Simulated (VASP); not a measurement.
# LiF (P3_121) in VASP: notebook

Runs on LiF. Level: PBE. Tasks: relaxation of shape and atoms at fixed volume, relaxation of cell and atoms.

All numbers are computed with VASP 6.6.1; they aren't measurements. Logs are shortened: lines on timing, memory, paths and dates and some standing lists are left out, and cuts for length are marked.

**1. The cell of the first run**

Symmetry: P3_121, No. 152, trigonal system. The conventional cell has a = 4.706 Å, b = 4.706 Å, c = 2.787 Å, α = 90.00°, β = 90.00°, γ = 120.00°. Li (site symmetry 2) has 4 F at 1.80 to 1.85 Å within 2.4 Å. F (site symmetry 2) has 4 Li at 1.80 to 1.85 Å within 2.4 Å.

**2. Relaxation of shape and atoms at fixed volume, PBE (8.91 Å³/atom)**

Input file INCAR:

```
SYSTEM = LiF
PREC = Accurate ; ENCUT = 600
EDIFF = 1E-6 ; ISMEAR = 0
SIGMA = 0.02 ; LREAL = .False.
LASPH = .True. ; NELM = 60
ALGO = Normal ; ISIF = 4
LWAVE = .False. ; LCHARG = .False.
GGA = PE ; IBRION = 2
NSW = 50 ; EDIFFG = -0.01
```

Input file KPOINTS:

```
regular mesh
0
Gamma
  6 6 8
  0 0 0
```

Input file POSCAR:

```
LiF
1.0
    4.7055913561      0.0000000000      0.0000000000
   -2.3527956781      4.0751616542      0.0000000000
    0.0000000000      0.0000000000      2.7874191728
Li F
3 3
Direct
    0.6220142444      0.6220142444      0.0000000000
    0.3779857556      0.0000000000      0.3333333333
    0.0000000000      0.3779857556      0.6666666667
    0.0000000000      0.6372210536      0.1666666667
    0.3627789464      0.3627789464      0.5000000000
    0.6372210536      0.0000000000      0.8333333333
```

Potentials or basis: VASP PAW PBE potentials, release 64 (Li_sv, F).

Started as:

```console
cat potpaw_PBE.64/Li_sv/POTCAR potpaw_PBE.64/F/POTCAR > POTCAR
mpirun -np 1 vasp_std > vasp.out
```

OUTCAR:

```text
SYSTEM = LiF
   PREC = Accurate
   ENCUT = 600
   EDIFF = 1E-6
   ISMEAR = 0
   LREAL = .False.
   LASPH = .True.
   NELM = 60
   ISIF = 4
   GGA = PE
   IBRION = 2
   NSW = 50
   EDIFFG = -0.01

 ion  position               nearest neighbor table
   1  0.622  0.622  0.000-   4 1.80   6 1.80   5 1.85   5 1.85
   2  0.378  0.000  0.333-   4 1.80   5 1.80   6 1.85   6 1.85
   3  0.000  0.378  0.667-   6 1.80   5 1.80   4 1.85   4 1.85
   4  0.000  0.637  0.167-   2 1.80   1 1.80   3 1.85   3 1.85
   5  0.363  0.363  0.500-   3 1.80   2 1.80   1 1.85   1 1.85
   6  0.637  0.000  0.833-   3 1.80   1 1.80   2 1.85   2 1.85

  LATTYP: Found a hexagonal cell.
 ALAT       =     4.7055913561
 C/A-ratio  =     0.5923632041

  Lattice vectors:

 A1 = (   4.7055913561,   0.0000000000,   0.0000000000)
 A2 = (  -2.3527956781,   4.0751616542,   0.0000000000)
 A3 = (   0.0000000000,   0.0000000000,   2.7874191728)

Analysis of symmetry for initial positions (statically):
=====================================================================
 Subroutine PRICEL returns:
 Original cell was already a primitive cell.

 Routine SETGRP: Setting up the symmetry group for a
 hexagonal supercell.

 Subroutine GETGRP returns: Found  6 space group operations
 (whereof  2 operations were pure point group operations)
 out of a pool of 24 trial point group operations.

The static configuration has the point symmetry C_2 .
 The point group associated with its full space group is D_3 .

Analysis of symmetry for dynamics (positions and initial velocities):
=====================================================================
 Subroutine PRICEL returns:
 Original cell was already a primitive cell.

 Routine SETGRP: Setting up the symmetry group for a
 hexagonal supercell.

 Subroutine GETGRP returns: Found  6 space group operations
 (whereof  2 operations were pure point group operations)
 out of a pool of 24 trial point group operations.

The dynamic configuration has the point symmetry C_2 .
 The point group associated with its full space group is D_3 .

 Subroutine INISYM returns: Found  6 space group operations
 (whereof  2 operations are pure point group operations),
 and found     1 'primitive' translations

----------------------------------------------------------------------------------------

                                     Primitive cell

  volume of cell :      53.4517

  direct lattice vectors                    reciprocal lattice vectors
     4.705591356  0.000000000  0.000000000     0.212513141  0.122694519  0.000000000
    -2.352795678  4.075161654  0.000000000     0.000000000  0.245389038  0.000000000
     0.000000000  0.000000000  2.787419173     0.000000000  0.000000000  0.358754797

  length of vectors
     4.705591356  4.705591356  2.787419173     0.245389038  0.245389038  0.358754797

  position of ions in fractional coordinates (direct lattice)
     0.622014244  0.622014244  0.000000000
     0.377985756  0.000000000  0.333333333
     0.000000000  0.377985756  0.666666667
     0.000000000  0.637221054  0.166666667
     0.362778946  0.362778946  0.500000000
     0.637221054  0.000000000  0.833333333

  ion indices of the primitive-cell ions
   primitive index   ion index
                 1           1
                 2           2
                 3           3
                 4           4
                 5           5
                 6           6

----------------------------------------------------------------------------------------

 KPOINTS: regular mesh

Automatic generation of k-mesh.
 Grid dimensions read from file:
 generate k-points for:    6    6    8

 Generating k-lattice:

  Cartesian coordinates                     Fractional coordinates (reciprocal lattice)
     0.035418857  0.020449087  0.000000000     0.166666667  0.000000000  0.000000000
     0.000000000  0.040898173  0.000000000     0.000000000  0.166666667  0.000000000
     0.000000000  0.000000000  0.044844350     0.000000000  0.000000000  0.125000000

  Length of vectors
     0.040898173  0.040898173  0.044844350

  Shift w.r.t. Gamma in fractional coordinates (k-lattice)
     0.000000000  0.000000000  0.000000000

 Subroutine IBZKPT returns following result:
 ===========================================

 Found     44 irreducible k-points:

 Following reciprocal coordinates:
            Coordinates               Weight
  0.000000  0.000000  0.000000      1.000000
  0.166667  0.000000  0.000000      6.000000
  0.333333  0.000000  0.000000      6.000000
  0.500000 -0.000000  0.000000      3.000000
  0.166667  0.166667  0.000000      6.000000
  0.333333  0.166667  0.000000     12.000000
[... 16 lines left out ...]
  0.500000 -0.000000  0.250000      6.000000
  0.166667  0.166667  0.250000     12.000000
 [... further k-points ...]
   k-points           NKPTS =     44   k-points in BZ     NKDIM =     44   number of bands    NBANDS=     19
   number of dos      NEDOS =    301   number of ions     NIONS =      6
   total plane-waves  NPLWV =  38400
   dimension x,y,z NGX =    40 NGY =   40 NGZ =   24
   dimension x,y,z NGXF=    80 NGYF=   80 NGZF=   48
   ions per type =               3   3
   NGX,Y,Z   is equivalent  to a cutoff of  14.13, 14.13, 14.31 a.u.
   NGXF,Y,Z  is equivalent  to a cutoff of  28.26, 28.26, 28.63 a.u.
 SYSTEM =  LiF
   PREC   = accura    normal or accurate (medium, high low for compatibility)
   ISTART =      0    job   : 0-new  1-cont  2-samecut
   ICHARG =      2    charge: 1-file 2-atom 10-const
   ISPIN  =      1    spin polarized calculation?
   LNONCOLLINEAR =      F non collinear calculations
   LSORBIT =      F    spin-orbit coupling
   LASPH  =      T    aspherical Exc in radial PAW
   ENCUT  =  600.0 eV  44.10 Ry    6.64 a.u.   9.40  9.40  5.57*2*pi/ulx,y,z
   NELM   =     60;   NELMIN=  2; NELMDL= -5     # of ELM steps
   EDIFF  = 0.1E-05   stopping-criterion for ELM
   LREAL  =      F    real-space projection
   EDIFFG = -.1E-01   stopping-criterion for IOM
   NSW    =     50    number of steps for IOM
   IBRION =      2    ionic relax: 0-MD 1-quasi-New 2-CG
   NFREE  =      1    steps in history (QN), initial steepest desc. (CG)
   ISIF   =      4    stress and relaxation
   ISYM   =      2    0-nonsym 1-usesym 2-fastsym
   POTIM  = 0.5000    time-step for ionic-motion
   TEBEG  =    0.0;   TEEND  =   0.0 temperature during run
   PSTRESS=    0.0 pullay stress
   NELECT =      30.0000    total number of electrons
   NUPDOWN=      -1.0000    fix difference up-down
   EMIN   =  10.00;   EMAX   =-10.00  energy-range for DOS
   EFERMI =   0.00;   METHOD = LEGACY
   ISMEAR =     0;   SIGMA  =   0.02  broadening in eV -4-tet -1-fermi 0-gaus
   EFERMI_NEDOS =   21; number of points for ismear=-14 and -15
   IALGO  =     38    algorithm
   IMIX   =      4    mixing-type and parameters
     AMIX     =   0.40;   BMIX     =  1.00
     AMIX_MAG =   1.60;   BMIX_MAG =  1.00
  volume/ion in A,a.u.               =       8.91        60.12
  Fermi-wavevector in a.u.,A,eV,Ry     =   1.350397  2.551880 24.811205  1.823572
  Thomas-Fermi vector in A             =   2.477905
   LORBIT       =      0    0 simple, 1 ext, 2 COOP (PROOUT), +10 PAW based schemes
   GGA     = PE    functional components
   LHFCALC =     F    Hartree Fock is set to
   AEXX    =    0.0000 exact exchange contribution
   IVDW    =     0    specifies the selected vdW correction
   LEPSILON=     F    determine dielectric tensor
   LRPA    =     F    only Hartree local field effects (RPA)
 conjugate gradient relaxation of ions
 non-spin polarized calculation
 Gauss-broadening in eV      SIGMA  =   0.02
  energy-cutoff  :      600.00
  volume of cell :       53.45
 maximum number of plane-waves:      1812
 NGX is ok and might be reduce to    40
   NGX = 19   NGY = 19   NGZ = 11

--------------------------------------- Ionic step        1  -------------------------------------------

 number of electron      30.0000016 magnetization

 Free energy of the ion-electron system (eV)
  ---------------------------------------------------
  ext. energy  EPLUGINS =         0.00000000
  ---------------------------------------------------
  free energy    TOTEN  =       -28.48166602 eV

  energy without entropy =      -28.48166602  energy(sigma->0) =      -28.48166602

------------------------ aborting loop because EDIFF is reached ----------------------------------------

  FORCE on cell =-STRESS in cart. coord.  units (eV):
  Direction    XX          YY          ZZ          XY          YZ          ZX
  --------------------------------------------------------------------------------------
  -------------------------------------------------------------------------------------
  Total        2.8435041      2.8435041      2.7332612     -0.0000000     -0.0000000      0.0000000
  in kB       85.2320850     85.2320850     81.9276295     -0.0000000     -0.0000000      0.0000000
  external PRESSURE =      84.1305999 kB  Pullay stress =       0.0000000 kB
[... 65 lines left out ...]
  energy  without entropy=      -28.4818757191  energy(sigma->0) =      -28.48187572

--------------------------------------- Ionic step        3  -------------------------------------------

 number of electron      30.0000012 magnetization

 Free energy of the ion-electron system (eV)
  ---------------------------------------------------
  ext. energy  EPLUGINS =         0.00000000
  ---------------------------------------------------
  free energy    TOTEN  =       -28.48213088 eV

  energy without entropy =      -28.48213088  energy(sigma->0) =      -28.48213088

 E-fermi :  -1.6329     XC(G=0):  -9.3590

 val. band max:       -1.7274290138   @ k =   0.0000   0.0000   0.0000
 cond. band min:       6.5308587217   @ k =   0.0000   0.0000   0.0000
 fundamental gap:      8.2582877355
 Fermi energy:        -1.6328887911

 k-point     1 :       0.0000    0.0000    0.0000
  band No.  band energies     occupation
      1     -42.2897      2.00000
      2     -42.2174      2.00000
      3     -42.2174      2.00000
      4     -21.5014      2.00000
      5     -21.2024      2.00000
      6     -21.2024      2.00000
[... 11 lines left out ...]
     18      11.7881      0.00000
     19      12.2725      0.00000
[... 489 lines left out ...]
      3     -42.2101      2.00000
      4     -21.3438      2.00000
      5     -21.2074      2.00000
      6     -21.0834      2.00000
[... 11 lines left out ...]
     18      11.1047      0.00000
     19      12.5113      0.00000

 [... further k-points ...]

------------------------ aborting loop because EDIFF is reached ----------------------------------------

  FORCE on cell =-STRESS in cart. coord.  units (eV):
  Direction    XX          YY          ZZ          XY          YZ          ZX
  --------------------------------------------------------------------------------------
  -------------------------------------------------------------------------------------
  Total        2.8019644      2.8019644      2.7283895     -0.0000000     -0.0000000     -0.0000000
  in kB       83.9869614     83.9869614     81.7816017     -0.0000000     -0.0000000     -0.0000000
  external PRESSURE =      83.2518415 kB  Pullay stress =       0.0000000 kB
[... 21 lines left out ...]
  FREE ENERGIE OF THE ION-ELECTRON SYSTEM (eV)
  ---------------------------------------------------
  free  energy   TOTEN  =       -28.4821308815 eV

  energy  without entropy=      -28.4821308815  energy(sigma->0) =      -28.48213088

 reached required accuracy - stopping structural energy minimisation
```

Wall time 2.4 min (1 thread of Oxide Virtual Turin-like, shared host); peak memory 0.17 GiB.

Results:

| Item | Value |
| --- | --- |
| Free energy | -28.4821 eV |
| Energy gained by relaxing | 0.1 meV/atom |
| Ionic steps | 3 |
| Pressure after relaxing | 8.3 GPa |
| Largest force after relaxing | 0.009 eV/Å |
| Band gap on the k mesh | 8.26 eV |

Forces in eV/Å, atoms in the order of the input:
```
Li  -0.004 -0.007  0.000
Li   0.009  0.000  0.000
Li  -0.004  0.007  0.000
F    0.002 -0.004  0.000
F    0.002  0.004  0.000
F   -0.005  0.000  0.000
```

The path:
| step | energy change (eV) | largest force (eV/Å) | pressure (GPa) | volume (Å³) |
| --- | --- | --- | --- | --- |
| 1 | 0.0000 | 0.0334 | 8.41 | 53.45 |
| 2 | -0.0002 | 0.0226 | 8.38 | 53.45 |
| 3 | -0.0005 | 0.0085 | 8.33 | 53.45 |

Final structure:
```cif
data_structure
_symmetry_space_group_name_H-M 'P 1'
_symmetry_Int_Tables_number 1
_cell_length_a 4.7108
_cell_length_b 4.7108
_cell_length_c 2.7813
_cell_angle_alpha 90.000
_cell_angle_beta 90.000
_cell_angle_gamma 120.000
_cell_volume 53.45
loop_
_atom_site_label
_atom_site_type_symbol
_atom_site_fract_x
_atom_site_fract_y
_atom_site_fract_z
_atom_site_occupancy
Li1 Li 0.62239 0.62239 0.00000 1
Li2 Li 0.37761 0.00000 0.33333 1
Li3 Li 0.00000 0.37761 0.66667 1
F1 F 0.00000 0.63849 0.16667 1
F2 F 0.36151 0.36151 0.50000 1
F3 F 0.63849 0.00000 0.83333 1
```

Levels at points of the mesh, in eV from the valence-band top:
| k point | band 13 | band 14 | band 15 | band 16 | band 17 | band 18 |
| --- | --- | --- | --- | --- | --- | --- |
| (0.00, 0.00, 0.00) | -0.14 | -0.14 | 0.00 | 8.26 | 13.41 | 13.52 |
| (0.50, 0.00, 0.00) | -0.21 | -0.11 | -0.08 | 9.91 | 10.76 | 11.62 |
| (0.00, 0.00, 0.50) | -0.71 | -0.71 | -0.20 | 11.37 | 11.37 | 14.62 |
| (0.50, 0.00, 0.50) | -0.82 | -0.58 | -0.25 | 11.74 | 11.96 | 13.24 |

Caveat: the cutoff is under 1.25 times the usual one of these potentials, so pressure, stress and relaxed cells hold a basis-set (Pulay) error. A k mesh can miss the band edges.

**3. Relaxation of shape and atoms at fixed volume, PBE (9.21 Å³/atom)**

This run uses another cell than the first one, of 9.21 Å³/atom.

Input file INCAR:

```
SYSTEM = LiF
PREC     = Accurate       ! precision mode
ENCUT    = 600            ! plane-wave cutoff, eV
EDIFF    = 1E-6           ! SCF threshold, eV
ISMEAR   = 0              ! smearing method
SIGMA    = 0.02           ! smearing width, eV
LREAL    = .FALSE.        ! projectors in reciprocal space
LASPH    = .TRUE.         ! aspherical terms in the spheres
NELM     = 60             ! most SCF steps
ALGO     = Normal         ! electronic algorithm
ISIF     = 4              ! what is computed and relaxed
LWAVE    = .FALSE.        ! write WAVECAR
LCHARG   = .FALSE.        ! write CHGCAR
GGA      = PE             ! functional
IBRION   = 2              ! ionic algorithm
NSW      = 50             ! ionic steps
EDIFFG   = -0.01          ! ionic threshold
```

Input file KPOINTS:

```
Automatic mesh
0
G
  6 6 8
  0 0 0
```

Input file POSCAR:

```
LiF
1.0
    4.7528238028      0.0000000000      0.0000000000
   -2.3764119014      4.1160661529      0.0000000000
    0.0000000000      0.0000000000      2.8254393749
Li F
3 3
Direct
    0.6219519718      0.6219519718      0.0000000000
    0.3780480282      0.0000000000      0.3333333333
    0.0000000000      0.3780480282      0.6666666667
    0.0000000000      0.6359828711      0.1666666667
    0.3640171289      0.3640171289      0.5000000000
    0.6359828711      0.0000000000      0.8333333333
```

Potentials or basis: VASP PAW PBE potentials, release 64 (Li_sv, F).

Started as:

```console
cat potpaw_PBE.64/Li_sv/POTCAR potpaw_PBE.64/F/POTCAR > POTCAR
mpirun -np 1 vasp_std > vasp.out
```

Run time: 2.5 min. Hardware: 1 thread of Oxide Virtual Turin-like, shared host; peak memory 0.17 GiB.

It converged, with:

```yaml
Free_energy: -28.5687 eV
Energy_gained_by_relaxing: 0.1 meV/atom
Ionic_steps: 3
Pressure_after_relaxing: 5.6 GPa
Largest_force_after_relaxing: 0.006 eV/Å
Band_gap_on_the_k_mesh: 8.07 eV
```

Forces in eV/Å, atoms in the order of the input:
```
Li  -0.003 -0.005  0.000
Li   0.006  0.000  0.000
Li  -0.003  0.005  0.000
F    0.002 -0.003  0.000
F    0.002  0.003  0.000
F   -0.004  0.000  0.000
```

Stress tensor (GPa, compression positive):
```
5.66 0.00 0.00
0.00 5.66 0.00
0.00 0.00 5.47
```

Step by step:
```
step  energy change (eV)  largest force (eV/Å)  pressure (GPa)  volume (Å³)
   1              0.0000                0.0307            5.68        55.27
   2             -0.0002                0.0214            5.65        55.27
   3             -0.0004                0.0061            5.60        55.27
```

Final structure:
```
CELL_PARAMETERS angstrom
4.75757 0.00000 0.00000
-2.37878 4.12018 0.00000
0.00000 0.00000 2.81981
ATOMIC_POSITIONS crystal
Li 0.62239 0.62239 0.00000
Li 0.37761 0.00000 0.33333
Li 0.00000 0.37761 0.66667
F 0.00000 0.63719 0.16667
F 0.36281 0.36281 0.50000
F 0.63719 0.00000 0.83333
```

Levels at points of the mesh, in eV from the valence-band top:
| k point | band 13 | band 14 | band 15 | band 16 | band 17 | band 18 |
| --- | --- | --- | --- | --- | --- | --- |
| (0.00, 0.00, 0.00) | -0.12 | -0.12 | 0.00 | 8.07 | 13.20 | 13.35 |
| (0.50, 0.00, 0.00) | -0.20 | -0.10 | -0.08 | 9.72 | 10.55 | 11.46 |
| (0.00, 0.00, 0.50) | -0.66 | -0.66 | -0.18 | 11.21 | 11.21 | 14.42 |
| (0.50, 0.00, 0.50) | -0.77 | -0.54 | -0.22 | 11.59 | 11.81 | 13.03 |

Caveat: the cutoff is under 1.25 times the usual one of these potentials, so pressure, stress and relaxed cells hold a basis-set (Pulay) error.

**4. Relaxation of shape and atoms at fixed volume, PBE (9.52 Å³/atom)**

This run uses another cell than the first one, of 9.52 Å³/atom.

Input file INCAR:

```
ALGO = Normal ; EDIFF = 1E-6
EDIFFG = -0.01 ; ENCUT = 600
GGA = PE ; IBRION = 2
ISIF = 4 ; ISMEAR = 0
LASPH = T ; LCHARG = F
LREAL = F ; LWAVE = F
NELM = 100 ; NSW = 50
PREC = Accurate ; SIGMA = 0.02
```

Input file KPOINTS:

```
k-points
0
Gamma
  6 6 8
```

Input file POSCAR:

```
LiF
1.0
    4.7996355358      0.0000000000      0.0000000000
   -2.3998177679      4.1566063029      0.0000000000
    0.0000000000      0.0000000000      2.8619323445
Li F
3 3
Direct
    0.6218143156      0.6218143156      0.0000000000
    0.3781856844      0.0000000000      0.3333333333
    0.0000000000      0.3781856844      0.6666666667
    0.0000000000      0.6347700722      0.1666666667
    0.3652299278      0.3652299278      0.5000000000
    0.6347700722      0.0000000000      0.8333333333
```

Started as:

```console
cat potpaw_PBE.64/Li_sv/POTCAR potpaw_PBE.64/F/POTCAR > POTCAR
mpirun -np 1 vasp_std > vasp.out
```

Wall time 2.3 min (1 thread of Oxide Virtual Turin-like, shared host); peak memory 0.17 GiB.

It converged, with:

- Free energy: -28.6265 eV
- Energy gained by relaxing: 0.1 meV/atom
- Ionic steps: 3
- Pressure after relaxing: 3.3 GPa
- Largest force after relaxing: 0.004 eV/Å
- Band gap on the k mesh: 7.89 eV

Forces on the atoms (eV/Å):
```
Li  -0.002 -0.004  0.000
Li   0.004  0.000  0.000
Li  -0.002  0.004  0.000
F    0.001 -0.002  0.000
F    0.001  0.002  0.000
F   -0.003  0.000  0.000
```

Stress tensor (GPa, compression positive):
```
3.33 0.00 0.00
0.00 3.33 0.00
0.00 0.00 3.16
```

The path:
```tsv
step	energy change (eV)	largest force (eV/Å)	pressure (GPa)	volume (Å³)
1	0.0000	0.0296	3.34	57.10
2	-0.0002	0.0210	3.32	57.10
3	-0.0004	0.0045	3.28	57.10
```

Final structure:
```xyz
6
Lattice="4.8034 0.0000 0.0000 -2.4017 4.1599 0.0000 0.0000 0.0000 2.8575" Properties=species:S:1:pos:R:3 pbc="T T T"
Li    1.4946    2.5888    2.8575
Li    1.8142    0.0000    0.9525
Li    3.8963    1.5711    1.9050
F    -1.5273    2.6454    0.4762
F     0.8744    1.5145    1.4287
F     3.0547    0.0000    2.3812
```

Levels at points of the mesh, in eV from the valence-band top:
```
           k point  band 13  band 14  band 15  band 16  band 17  band 18
(0.00, 0.00, 0.00)    -0.10    -0.10     0.00     7.89    13.00    13.18
(0.50, 0.00, 0.00)    -0.18    -0.09    -0.07     9.53    10.35    11.31
(0.00, 0.00, 0.50)    -0.61    -0.61    -0.16    11.06    11.06    14.23
(0.50, 0.00, 0.50)    -0.71    -0.50    -0.19    11.44    11.67    12.82
```

Caveat: the cutoff is under 1.25 times the usual one of these potentials, so pressure, stress and relaxed cells hold a basis-set (Pulay) error.

(Continued in part 2 of 2.)
